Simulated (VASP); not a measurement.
Wanted: the native input for a VASP 6.6.1 run.

```
Task                   : single point
Functional             : PBE
Potentials or basis    : VASP PAW PBE potentials, release 64 (Hf_pv, O)
Cutoff                 : 520 eV
k mesh                 : 6 × 6 × 6
Occupations            : gaussian, width 0.05 eV
Spin                   : no spin polarisation
Dipole correction      : no
Further INCAR settings : ALGO = Normal; EDIFF = 1e-07; NBANDS = 31
```

The structure of HfO2 lies in POSCAR:

```
HfO2
1.0
    0.0000000000     -2.5489194559     -2.5489194559
    0.0000000000      2.5489194559     -2.5489194559
    5.0978389119      0.0000000000      0.0000000000
Hf O
2 4
Direct
    0.5154182981      0.4845817019      0.5000000000
   -0.0154182981      0.0154182981      0.0000000000
    0.0001124678      0.5001124678      0.6807942040
    0.4998875322     -0.0001124678      0.3192057960
    0.0001124678      0.5001124678      0.1807942040
    0.4998875322     -0.0001124678      0.8192057960
```

This cell differs from its parent crystal: atoms displaced along a vibrational mode.

These files were run (other wordings do the same):

INCAR

```
PREC     = Accurate       # precision mode
ENCUT    = 520            # plane-wave cutoff, eV
EDIFF    = 1E-7           # SCF threshold, eV
ISMEAR   = 0              # smearing method
SIGMA    = 0.05           # smearing width, eV
LREAL    = F              # projectors in reciprocal space
LASPH    = T              # aspherical terms in the spheres
NELM     = 100            # most SCF steps
ALGO     = Normal         # electronic algorithm
ISIF     = 2              # what is computed and relaxed
LWAVE    = F              # write WAVECAR
LCHARG   = F              # write CHGCAR
GGA      = PE             # functional
NBANDS   = 31             # bands
```

KPOINTS

```
regular mesh
0
Gamma
  6 6 6
```

Potentials or basis: VASP PAW PBE potentials, release 64 (Hf_pv, O).

Command:

```console
$ cat potpaw_PBE.64/Hf_pv/POTCAR potpaw_PBE.64/O/POTCAR > POTCAR
$ mpirun -np 1 vasp_std > vasp.out
```

Results of the run:

- Pressure: 8.9 GPa
- Largest force: 1.124 eV/Å
- Band gap on the k mesh: 4.40 eV (least direct gap 4.51 eV)

Caveat: the cell differs from its parent crystal (atoms displaced along a vibrational mode); the cell stands under pressure; spin-orbit coupling is left out, which moves the levels of the heavy elements; forces of over 1 eV/Å act on the atoms, so gaps and moduli don't describe the material at rest.

It took 2.9 min on 1 thread of Intel Xeon 8259CL, on a shared host, peak memory 0.26 GiB.
